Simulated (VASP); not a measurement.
# InSe (C2/m) in VASP: single point with PBEsol

Aim: the single point of InSe with PBEsol.

Program: VASP 6.6.1. These are calculated values, not measurements. Logs are shortened: lines on timing, memory, paths and dates and some standing lists are left out, and cuts for length are marked.

### 1 The cell of the first run

The structure is monoclinic, space group C2/m (No. 12). Conventional cell: a = 11.697 Å, b = 4.096 Å, c = 4.595 Å, α = 90.00°, β = 110.30°, γ = 90.00°. Within 3.5 Å of In (site symmetry m) lie 5 Se at 2.57 to 3.50 Å and 1 In at 2.73 Å. Within 3.6 Å of Se (site symmetry m) lie 5 In at 2.57 to 3.50 Å and 3 Se at 3.50 to 3.51 Å.

### 2 Single point, PBEsol (25.81 Å³/atom)

Contents of INCAR:

```
SYSTEM = InSe
ALGO     = Normal         ! electronic algorithm
EDIFF    = 1E-7           ! SCF threshold, eV
ENCUT    = 520            ! plane-wave cutoff, eV
GGA      = PS             ! functional
ISIF     = 2              ! what is computed and relaxed
ISMEAR   = -1             ! smearing method
LASPH    = .True.         ! aspherical terms in the spheres
LCHARG   = .False.        ! write CHGCAR
LREAL    = .False.        ! projectors in reciprocal space
LWAVE    = .False.        ! write WAVECAR
NBANDS   = 27             ! bands
NELM     = 80             ! most SCF steps
PREC     = Accurate       ! precision mode
SIGMA    = 0.02           ! smearing width, eV
```

Contents of KPOINTS:

```
k-points
0
Gamma
  7 7 6
  0 0 0
```

Contents of POSCAR:

```
InSe
1.0
    5.8482774374     -2.0481270390      0.0000000000
    5.8482774374      2.0481270390      0.0000000000
   -1.5940664399      0.0000000000      4.3091959091
In Se
2 2
Direct
    0.8840000000      0.8840000000      0.0050000000
    0.1160000000      0.1160000000      0.9950000000
    0.6600000000      0.6600000000      0.6420000000
    0.3400000000      0.3400000000      0.3580000000
```

Potentials or basis: VASP PAW PBE potentials, release 64 (In_d, Se).

The run is started by

```console
> cat potpaw_PBE.64/In_d/POTCAR potpaw_PBE.64/Se/POTCAR > POTCAR
> mpirun -np 1 vasp_std > vasp.out
```

OUTCAR:

```text
SYSTEM = InSe
   EDIFF = 1E-7
   ENCUT = 520
   GGA = PS
   ISIF = 2
   ISMEAR = -1
   LASPH = .True.
   LREAL = .False.
   NELM = 80
   PREC = Accurate

 ion  position               nearest neighbor table
   1  0.884  0.884  0.005-   3 2.57   2 2.73   4 2.77   4 2.77   2 3.73   2 3.73
   2  0.116  0.116  0.995-   4 2.57   1 2.73   3 2.77   3 2.77   1 3.73   1 3.73
   3  0.660  0.660  0.642-   1 2.57   2 2.77   2 2.77
   4  0.340  0.340  0.358-   2 2.57   1 2.77   1 2.77

  LATTYP: Found a base centered monoclinic cell.
 ALAT       =    11.6965548748
 B/A-ratio  =     0.3502103074
 C/A-ratio  =     0.3928152938
 COS(beta)  =    -0.3469445484

  Lattice vectors:

 A1 = (   5.8482774374,  -2.0481270390,   0.0000000000)
 A2 = (   5.8482774374,   2.0481270390,   0.0000000000)
 A3 = (  -1.5940664399,   0.0000000000,   4.3091959091)

Analysis of symmetry for initial positions (statically):
=====================================================================
 Subroutine PRICEL returns:
 Original cell was already a primitive cell.

 Routine SETGRP: Setting up the symmetry group for a
 base centered monoclinic supercell.

 Subroutine GETGRP returns: Found  4 space group operations
 (whereof  4 operations were pure point group operations)
 out of a pool of  4 trial point group operations.

The static configuration has the point symmetry C_2h.

Analysis of symmetry for dynamics (positions and initial velocities):
=====================================================================
 Subroutine PRICEL returns:
 Original cell was already a primitive cell.

 Routine SETGRP: Setting up the symmetry group for a
 base centered monoclinic supercell.

 Subroutine GETGRP returns: Found  4 space group operations
 (whereof  4 operations were pure point group operations)
 out of a pool of  4 trial point group operations.

The dynamic configuration has the point symmetry C_2h.

 Subroutine INISYM returns: Found  4 space group operations
 (whereof  4 operations are pure point group operations),
 and found     1 'primitive' translations

----------------------------------------------------------------------------------------

                                     Primitive cell

  volume of cell :     103.2312

  direct lattice vectors                    reciprocal lattice vectors
     5.848277437 -2.048127039  0.000000000     0.085495260 -0.244125482  0.031626579
     5.848277437  2.048127039  0.000000000     0.085495260  0.244125482  0.031626579
    -1.594066440  0.000000000  4.309195909     0.000000000  0.000000000  0.232061856
[... 89 lines left out ...]
   LREAL  =      F    real-space projection
   EDIFFG = 0.1E-05   stopping-criterion for IOM
   NSW    =      0    number of steps for IOM
   IBRION =     -1    ionic relax: 0-MD 1-quasi-New 2-CG
   NFREE  =      0    steps in history (QN), initial steepest desc. (CG)
   ISIF   =      2    stress and relaxation
   ISYM   =      2    0-nonsym 1-usesym 2-fastsym
   POTIM  = 0.5000    time-step for ionic-motion
   TEBEG  =    0.0;   TEEND  =   0.0 temperature during run
   PSTRESS=    0.0 pullay stress
   NELECT =      38.0000    total number of electrons
   NUPDOWN=      -1.0000    fix difference up-down
   EMIN   =  10.00;   EMAX   =-10.00  energy-range for DOS
   EFERMI =   0.00;   METHOD = LEGACY
   ISMEAR =    -1;   SIGMA  =   0.02  broadening in eV -4-tet -1-fermi 0-gaus
   EFERMI_NEDOS =   21; number of points for ismear=-14 and -15
   IALGO  =     38    algorithm
   IMIX   =      4    mixing-type and parameters
     AMIX     =   0.40;   BMIX     =  1.00
     AMIX_MAG =   1.60;   BMIX_MAG =  1.00
  volume/ion in A,a.u.               =      25.81       174.16
  Fermi-wavevector in a.u.,A,eV,Ry     =   1.173273  2.217164 18.729359  1.376569
  Thomas-Fermi vector in A             =   2.309688
   LORBIT       =      0    0 simple, 1 ext, 2 COOP (PROOUT), +10 PAW based schemes
   GGA     = PS    functional components
   LHFCALC =     F    Hartree Fock is set to
   AEXX    =    0.0000 exact exchange contribution
   IVDW    =     0    specifies the selected vdW correction
   LEPSILON=     F    determine dielectric tensor
   LRPA    =     F    only Hartree local field effects (RPA)
 non-spin polarized calculation
  energy-cutoff  :      520.00
  volume of cell :      103.23
 maximum number of plane-waves:      2808
 NGX is ok and might be reduce to    48
   NGX = 23   NGY = 23   NGZ = 17

 number of electron      38.0000002 magnetization

 Free energy of the ion-electron system (eV)
  ---------------------------------------------------
  ext. energy  EPLUGINS =         0.00000000
  ---------------------------------------------------
  free energy    TOTEN  =       -15.45289937 eV

  energy without entropy =      -15.45289937  energy(sigma->0) =      -15.45289937

 E-fermi :   5.3416     XC(G=0):  -9.8111

 val. band max:        4.8977059823   @ k =  -0.2857  -0.2857   0.3333
 cond. band min:       5.8068099300   @ k =   0.4286   0.4286   0.0000
 fundamental gap:      0.9091039477
 Fermi energy:         5.3416104599

 k-point     1 :       0.0000    0.0000    0.0000
  band No.  band energies     occupation
      1      -9.7692      2.00000
      2      -9.7186      2.00000
      3      -9.4049      2.00000
      4      -9.3881      2.00000
      5      -9.3438      2.00000
      6      -9.3396      2.00000
[... 709 lines left out ...]
     26      11.5064      0.00000
     27      12.4793      0.00000

 [... further k-points ...]

------------------------ aborting loop because EDIFF is reached ----------------------------------------

  FORCE on cell =-STRESS in cart. coord.  units (eV):
  Direction    XX          YY          ZZ          XY          YZ          ZX
  --------------------------------------------------------------------------------------
  -------------------------------------------------------------------------------------
  Total        1.7353119     -0.6512097     -0.0914521      0.0000000      0.0000000      1.4988822
  in kB       26.9325228    -10.1069552     -1.4193619      0.0000000      0.0000000     23.2630687
  external PRESSURE =       5.1354019 kB  Pullay stress =       0.0000000 kB

 VOLUME and BASIS-vectors are now :
 -----------------------------------------------------------------------------
  energy-cutoff  :      520.00
  volume of cell :      103.23
      direct lattice vectors                 reciprocal lattice vectors
     5.848277437 -2.048127039  0.000000000     0.085495260 -0.244125482  0.031626579
     5.848277437  2.048127039  0.000000000     0.085495260  0.244125482  0.031626579
    -1.594066440  0.000000000  4.309195909     0.000000000  0.000000000  0.232061856

 POSITION                                       TOTAL-FORCE (eV/Angst)
 -----------------------------------------------------------------------------------
     10.33178      0.00000      0.02155        -0.133642      0.000000      0.523306
     -0.22930      0.00000      4.28765         0.133642      0.000000     -0.523306
      6.69634      0.00000      2.76650        -0.729607      0.000000     -0.102291
      3.40615      0.00000      1.54269         0.729607      0.000000      0.102291
 -----------------------------------------------------------------------------------
    total drift:                               -0.000000     -0.000000      0.000000

  FREE ENERGIE OF THE ION-ELECTRON SYSTEM (eV)
  ---------------------------------------------------
  free  energy   TOTEN  =       -15.4528993741 eV

  energy  without entropy=      -15.4528993741  energy(sigma->0) =      -15.45289937
```

stdout:

```text
POSCAR found type information on POSCAR InSe
 POSCAR found :  2 types and       4 ions
 scaLAPACK will be used
 -----------------------------------------------------------------------------
|                                                                             |
|                                                                             |
|     You enforced a specific xc type in the INCAR file but a different       |
|     I HOPE YOU KNOW WHAT YOU ARE DOING!                                     |
|                                                                             |
 -----------------------------------------------------------------------------

 LDA part: xc-table for (Slater+PW92), standard interpolation
 POSCAR, INCAR and KPOINTS ok, starting setup
 FFT: planning ... GRIDC
 FFT: planning ... GRID_SOFT
 FFT: planning ... GRID
 WAVECAR not read
 entering main loop
```

It took 2.4 min on 1 thread of AMD EPYC 9R45 (Zen 5), shared host; peak memory 0.38 GiB.

Results:

* Free energy: -15.4529 eV
* Pressure: 0.5 GPa
* Largest force: 0.737 eV/Å
* Band gap on the k mesh: 0.91 eV (least direct gap 1.28 eV)

Forces in eV/Å, atoms in the order of the input:
```
In  -0.134  0.000  0.523
In   0.134  0.000 -0.523
Se  -0.730  0.000 -0.102
Se   0.730  0.000  0.102
```

Caveat: the PAW data sets were made with another functional, which shifts forces and pressure a little; spin-orbit coupling is left out, which moves the levels of the heavy elements; an odd mesh through Γ misses points on the zone boundary, where band edges can lie.
